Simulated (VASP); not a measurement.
Here is a VASP 6.6.1 calculation.

File INCAR:

```
SYSTEM = C
ALGO     = Normal         ! electronic algorithm
EDIFF    = 1E-7           ! SCF threshold, eV
ENCUT    = 520            ! plane-wave cutoff, eV
GGA      = PE             ! functional
ISIF     = 2              ! what is computed and relaxed
ISMEAR   = 0              ! smearing method
IVDW     = 12             ! dispersion correction
LASPH    = .True.         ! aspherical terms in the spheres
LCHARG   = .True.         ! write CHGCAR
LELF     = .True.         ! ELF
LREAL    = .False.        ! projectors in reciprocal space
LVHAR    = .True.       
LWAVE    = .False.        ! write WAVECAR
NBANDS   = 11             ! bands
NELM     = 100            ! most SCF steps
PREC     = Accurate       ! precision mode
SIGMA    = 0.1            ! smearing width, eV
```

Contents of KPOINTS:

```
k-points
0
Gamma
  18 18 4
  0 0 0
```

Contents of POSCAR:

```
C
1.0
    2.4661715276      0.0000000000      0.0000000000
   -1.2330857638      2.1357671930      0.0000000000
    0.0000000000      0.0000000000      8.4024504918
C
2
Direct
    0.3333333333      0.6666666667      0.0000000000
    0.6666666667      0.3333333333      0.0000000000
```

Potentials or basis: VASP PAW PBE potentials, release 64 (C).

The run is started by

```sh
$ cat potpaw_PBE.64/C/POTCAR > POTCAR
$ mpirun -np 1 vasp_std > vasp.out
```

(1) Estimate the dispersion energy per atom.

(2) Predict the band gap on the k mesh.

## Answers

(1) -0.090 eV.

(2) zero (filled and empty bands touch).
